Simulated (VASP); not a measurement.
# Cu3N (Pm-3m) in VASP: a series of runs, part 2 of 2

VASP 6.6.1.

## Step 5: Relaxation of cell and atoms, LDA

This run uses another cell than the first one, of 14.03 Å³/atom, 1.004 times its volume.

Contents of INCAR:

```
SYSTEM = Cu3N
ALGO = Normal ; EDIFF = 1E-7
EDIFFG = -0.005 ; ENCUT = 600
GGA_COMPAT = .FALSE. ; IBRION = 2
ISIF = 3 ; ISMEAR = -1
LASPH = .TRUE. ; LCHARG = .FALSE.
LREAL = .FALSE. ; LWAVE = .FALSE.
NELM = 120 ; NELMIN = 4
NSW = 80 ; PREC = Accurate
SIGMA = 0.02
```

Contents of KPOINTS:

```
k-points
0
G
  6 6 6
  0 0 0
```

Contents of POSCAR:

```
Cu3N
1.0
    3.8288425857      0.0000000000      0.0000000000
    0.0000000000      3.8288425857      0.0000000000
    0.0000000000      0.0000000000      3.8288425857
Cu N
3 1
Direct
    0.5000000000      0.0000000000      0.0000000000
    0.0000000000      0.5000000000      0.0000000000
    0.0000000000      0.0000000000      0.5000000000
    0.0000000000      0.0000000000      0.0000000000
```

Potentials or basis: VASP PAW LDA potentials, release 64 (Cu, N).

Run with:

```
cat potpaw_LDA.64/Cu/POTCAR potpaw_LDA.64/N/POTCAR > POTCAR
mpirun -np 1 vasp_std > vasp.out
```

OUTCAR:

```text
SYSTEM = Cu3N
   EDIFF = 1E-7
   EDIFFG = -0.005
   ENCUT = 600
   IBRION = 2
   ISIF = 3
   ISMEAR = -1
   LASPH = .TRUE.
   LREAL = .FALSE.
   NELM = 120
   NELMIN = 4
   NSW = 80
   PREC = Accurate

 ion  position               nearest neighbor table
   1  0.500  0.000  0.000-   4 1.91   4 1.91   2 2.71   3 2.71   2 2.71   2 2.71   3 2.71   3 2.71
                             3 2.71   2 2.71
   2  0.000  0.500  0.000-   4 1.91   4 1.91   1 2.71   3 2.71   1 2.71   3 2.71   3 2.71   3 2.71
                             1 2.71   1 2.71
   3  0.000  0.000  0.500-   4 1.91   4 1.91   1 2.71   1 2.71   2 2.71   2 2.71   2 2.71   2 2.71
                             1 2.71   1 2.71
   4  0.000  0.000  0.000-   1 1.91   2 1.91   3 1.91   3 1.91   2 1.91   1 1.91

  LATTYP: Found a simple cubic cell.
 ALAT       =     3.8288425857

  Lattice vectors:

 A1 = (   3.8288425857,   0.0000000000,   0.0000000000)
 A2 = (   0.0000000000,   3.8288425857,   0.0000000000)
 A3 = (   0.0000000000,   0.0000000000,   3.8288425857)

Analysis of symmetry for initial positions (statically):
=====================================================================
 Subroutine PRICEL returns:
 Original cell was already a primitive cell.

 Routine SETGRP: Setting up the symmetry group for a
 simple cubic supercell.

 Subroutine GETGRP returns: Found 48 space group operations
 (whereof 48 operations were pure point group operations)
 out of a pool of 48 trial point group operations.

The static configuration has the point symmetry O_h .

Analysis of symmetry for dynamics (positions and initial velocities):
=====================================================================
 Subroutine PRICEL returns:
 Original cell was already a primitive cell.

 Routine SETGRP: Setting up the symmetry group for a
 simple cubic supercell.

 Subroutine GETGRP returns: Found 48 space group operations
 (whereof 48 operations were pure point group operations)
 out of a pool of 48 trial point group operations.

The dynamic configuration has the point symmetry O_h .

 Subroutine INISYM returns: Found 48 space group operations
 (whereof 48 operations are pure point group operations),
 and found     1 'primitive' translations

----------------------------------------------------------------------------------------

                                     Primitive cell

  volume of cell :      56.1310

  direct lattice vectors                    reciprocal lattice vectors
     3.828842586  0.000000000  0.000000000     0.261175532  0.000000000  0.000000000
     0.000000000  3.828842586  0.000000000     0.000000000  0.261175532  0.000000000
     0.000000000  0.000000000  3.828842586     0.000000000  0.000000000  0.261175532

  length of vectors
     3.828842586  3.828842586  3.828842586     0.261175532  0.261175532  0.261175532

  position of ions in fractional coordinates (direct lattice)
     0.500000000  0.000000000  0.000000000
     0.000000000  0.500000000  0.000000000
     0.000000000  0.000000000  0.500000000
     0.000000000  0.000000000  0.000000000

  ion indices of the primitive-cell ions
   primitive index   ion index
                 1           1
                 2           2
                 3           3
                 4           4

----------------------------------------------------------------------------------------

 KPOINTS: k-points

Automatic generation of k-mesh.
 Grid dimensions read from file:
 generate k-points for:    6    6    6

 Generating k-lattice:

  Cartesian coordinates                     Fractional coordinates (reciprocal lattice)
     0.043529255  0.000000000  0.000000000     0.166666667  0.000000000  0.000000000
     0.000000000  0.043529255  0.000000000     0.000000000  0.166666667  0.000000000
     0.000000000  0.000000000  0.043529255     0.000000000  0.000000000  0.166666667

  Length of vectors
     0.043529255  0.043529255  0.043529255

  Shift w.r.t. Gamma in fractional coordinates (k-lattice)
     0.000000000  0.000000000  0.000000000

 Subroutine IBZKPT returns following result:
 ===========================================

 Found     20 irreducible k-points:

 Following reciprocal coordinates:
            Coordinates               Weight
  0.000000  0.000000  0.000000      1.000000
  0.166667  0.000000  0.000000      6.000000
  0.333333  0.000000  0.000000      6.000000
  0.500000  0.000000  0.000000      3.000000
  0.166667  0.166667  0.000000     12.000000
  0.333333  0.166667  0.000000     24.000000
[... 12 lines left out ...]
  0.500000  0.500000  0.333333      6.000000
  0.500000  0.500000  0.500000      1.000000
   k-points           NKPTS =     20   k-points in BZ     NKDIM =     20   number of bands    NBANDS=     23
   number of dos      NEDOS =    301   number of ions     NIONS =      4
   total plane-waves  NPLWV =  32768
   dimension x,y,z NGX =    32 NGY =   32 NGZ =   32
   dimension x,y,z NGXF=    64 NGYF=   64 NGZF=   64
   ions per type =               3   1
   NGX,Y,Z   is equivalent  to a cutoff of  13.89, 13.89, 13.89 a.u.
   NGXF,Y,Z  is equivalent  to a cutoff of  27.79, 27.79, 27.79 a.u.
 SYSTEM =  Cu3N
   PREC   = accura    normal or accurate (medium, high low for compatibility)
   ISTART =      0    job   : 0-new  1-cont  2-samecut
   ICHARG =      2    charge: 1-file 2-atom 10-const
   ISPIN  =      1    spin polarized calculation?
   LNONCOLLINEAR =      F non collinear calculations
   LSORBIT =      F    spin-orbit coupling
   LASPH  =      T    aspherical Exc in radial PAW
   ENCUT  =  600.0 eV  44.10 Ry    6.64 a.u.   7.65  7.65  7.65*2*pi/ulx,y,z
   NELM   =    120;   NELMIN=  4; NELMDL= -5     # of ELM steps
   EDIFF  = 0.1E-06   stopping-criterion for ELM
   LREAL  =      F    real-space projection
   EDIFFG = -.5E-02   stopping-criterion for IOM
   NSW    =     80    number of steps for IOM
   IBRION =      2    ionic relax: 0-MD 1-quasi-New 2-CG
   NFREE  =      1    steps in history (QN), initial steepest desc. (CG)
   ISIF   =      3    stress and relaxation
   ISYM   =      2    0-nonsym 1-usesym 2-fastsym
   POTIM  = 0.5000    time-step for ionic-motion
   TEBEG  =    0.0;   TEEND  =   0.0 temperature during run
   PSTRESS=    0.0 pullay stress
   NELECT =      38.0000    total number of electrons
   NUPDOWN=      -1.0000    fix difference up-down
   EMIN   =  10.00;   EMAX   =-10.00  energy-range for DOS
   EFERMI =   0.00;   METHOD = LEGACY
   ISMEAR =    -1;   SIGMA  =   0.02  broadening in eV -4-tet -1-fermi 0-gaus
   EFERMI_NEDOS =   21; number of points for ismear=-14 and -15
   IALGO  =     38    algorithm
   IMIX   =      4    mixing-type and parameters
     AMIX     =   0.40;   BMIX     =  1.00
     AMIX_MAG =   1.60;   BMIX_MAG =  1.00
  volume/ion in A,a.u.               =      14.03        94.70
  Fermi-wavevector in a.u.,A,eV,Ry     =   1.437480  2.716444 28.114387  2.066349
  Thomas-Fermi vector in A             =   2.556553
   LORBIT       =      0    0 simple, 1 ext, 2 COOP (PROOUT), +10 PAW based schemes
   GGA     = CA    functional components
   LHFCALC =     F    Hartree Fock is set to
   AEXX    =    0.0000 exact exchange contribution
   IVDW    =     0    specifies the selected vdW correction
   LEPSILON=     F    determine dielectric tensor
   LRPA    =     F    only Hartree local field effects (RPA)
 conjugate gradient relaxation of ions
 non-spin polarized calculation
  energy-cutoff  :      600.00
  volume of cell :       56.13
 maximum number of plane-waves:      1891
 NGX is ok and might be reduce to    32
   NGX = 15   NGY = 15   NGZ = 15

--------------------------------------- Ionic step        1  -------------------------------------------

 number of electron      37.9999976 magnetization

 Free energy of the ion-electron system (eV)
  ---------------------------------------------------
  ext. energy  EPLUGINS =         0.00000000
  ---------------------------------------------------
  free energy    TOTEN  =       -22.02482781 eV

  energy without entropy =      -22.02481424  energy(sigma->0) =      -22.02482102

------------------------ aborting loop because EDIFF is reached ----------------------------------------

  FORCE on cell =-STRESS in cart. coord.  units (eV):
  Direction    XX          YY          ZZ          XY          YZ          ZX
  --------------------------------------------------------------------------------------
  -------------------------------------------------------------------------------------
  Total       -3.3682102     -3.3682102     -3.3682102     -0.0000000      0.0000000     -0.0000000
  in kB      -96.1406901    -96.1406901    -96.1406901     -0.0000000      0.0000000     -0.0000000
  external PRESSURE =     -96.1406901 kB  Pullay stress =       0.0000000 kB
[... 61 lines left out ...]
  energy  without entropy=      -22.1123165086  energy(sigma->0) =      -22.11268352

--------------------------------------- Ionic step        3  -------------------------------------------

 number of electron      38.0000030 magnetization

 Free energy of the ion-electron system (eV)
  ---------------------------------------------------
  ext. energy  EPLUGINS =         0.00000000
  ---------------------------------------------------
  free energy    TOTEN  =       -22.16240436 eV

  energy without entropy =      -22.16159711  energy(sigma->0) =      -22.16200073

 E-fermi :   5.3932     XC(G=0): -11.5278

 val. band max:        5.3919341501   @ k =   0.5000   0.5000   0.0000
 cond. band min:       5.3949117625   @ k =   0.5000   0.5000   0.5000
 fundamental gap:      0.0029776124
 Fermi energy:         5.3931770703

 k-point     1 :       0.0000    0.0000    0.0000
  band No.  band energies     occupation
      1     -11.8673      2.00000
      2      -0.3184      2.00000
      3       0.2276      2.00000
      4       0.2276      2.00000
      5       0.2276      2.00000
      6       1.0962      2.00000
[... 540 lines left out ...]
  FREE ENERGIE OF THE ION-ELECTRON SYSTEM (eV)
  ---------------------------------------------------
  free  energy   TOTEN  =       -22.1624043593 eV

  energy  without entropy=      -22.1615971057  energy(sigma->0) =      -22.16200073

 reached required accuracy - stopping structural energy minimisation
```

CONTCAR:

```text
Cu3N
   1.00000000000000
     3.7292912127458409   -0.0000000000000000   -0.0000000000000000
    -0.0000000000000000    3.7292912127458409   -0.0000000000000000
     0.0000000000000000    0.0000000000000000    3.7292912127458409
  Cu              N
     3     1
Direct
     0.5000000000000000    0.0000000000000000    0.0000000000000000
     0.0000000000000000    0.5000000000000000    0.0000000000000000
     0.0000000000000000    0.0000000000000000    0.5000000000000000
     0.0000000000000000    0.0000000000000000    0.0000000000000000

  0.00000000E+00  0.00000000E+00  0.00000000E+00
  0.00000000E+00  0.00000000E+00  0.00000000E+00
  0.00000000E+00  0.00000000E+00  0.00000000E+00
  0.00000000E+00  0.00000000E+00  0.00000000E+00
```

Run time: 31 s. Hardware: 1 thread of Intel Xeon 6975P-C (Granite Rapids), shared host; peak memory 0.17 GiB.

What came out:

- Free energy: -22.1624 eV
- Relaxed volume: 12.97 Å³/atom
- Relaxed cell: a = 3.729 Å, b = 3.729 Å, c = 3.729 Å, α = 90.00°, β = 90.00°, γ = 90.00°
- Space group after relaxing (to 0.05 Å): Pm-3m (No. 221)
- Energy gained by relaxing: 34.4 meV/atom
- Ionic steps: 3
- Pressure after relaxing: 0.0 GPa
- Band gap on the k mesh: zero (filled and empty bands overlap)

The path:
```
step  energy change (eV)  largest force (eV/Å)  pressure (GPa)  volume (Å³)
   1              0.0000                0.0000           -9.61        56.13
   2             -0.0882                0.0000            7.26        49.56
   3             -0.1376                0.0000           -0.05        51.87
```

Final structure:
```
Cu N
1.0
     3.72929    0.00000    0.00000
     0.00000    3.72929    0.00000
     0.00000    0.00000    3.72929
Cu N
3 1
Cartesian
  1.8646 0.0000 0.0000
  0.0000 1.8646 0.0000
  0.0000 0.0000 1.8646
  0.0000 0.0000 0.0000
```

Levels at points of the mesh, in eV from the Fermi level:
| k point | band 15 | band 16 | band 17 | band 18 | band 19 | band 20 | band 21 | band 22 | band 23 |
| --- | --- | --- | --- | --- | --- | --- | --- | --- | --- |
| (0.00, 0.00, 0.00) | -2.59 | -2.01 | -2.01 | -2.01 | -1.97 | 1.25 | 5.53 | 5.53 | 6.68 |
| (0.50, 0.00, 0.00) | -2.58 | -2.41 | -2.01 | -1.55 | -1.55 | 1.81 | 3.42 | 7.12 | 7.34 |
| (0.50, 0.50, 0.00) | -2.67 | -2.35 | -1.18 | -1.18 | -0.76 | 0.00 | 3.84 | 4.99 | 4.99 |
| (0.50, 0.50, 0.50) | -2.05 | -2.05 | 0.00 | 0.00 | 0.00 | 0.59 | 0.59 | 0.59 | 6.20 |

## Step 6: Overview

```csv
task,level,potentials or basis,cell,k mesh,cutoff (eV),grid for exact exchange (PRECFOCK),screening parameter,gap on the mesh (eV),pressure (GPa)
single point,HSE06,"VASP PAW PBE potentials, release 64 (Cu, N)","a = 3.823 Å, 4 atoms",4 × 4 × 4,520,Normal,0.2079 1/Å,1.01,0.4
single point,r2SCAN,"VASP PAW PBE potentials, release 64 (Cu, N)","a = 3.789 Å, 4 atoms",6 × 6 × 6,660,-,-,0.25,0.7
single point,LDA,"VASP PAW LDA potentials, release 64 (Cu, N)","a = 3.721 Å, 4 atoms",6 × 6 × 6,600,-,-,none,1.0
relaxation of cell and atoms,LDA,"VASP PAW LDA potentials, release 64 (Cu, N)","relaxed from a = 3.829 Å, 4 atoms",6 × 6 × 6,600,-,-,none,0.0
```

Alike in all rows: no spin polarisation; smearing fermi-dirac 0.02 eV.

Caveats: the PAW data sets were made with another functional, which shifts forces and pressure a little (some runs).

Total energies depend on the potentials used, so only differences within one code and one set of settings carry meaning.
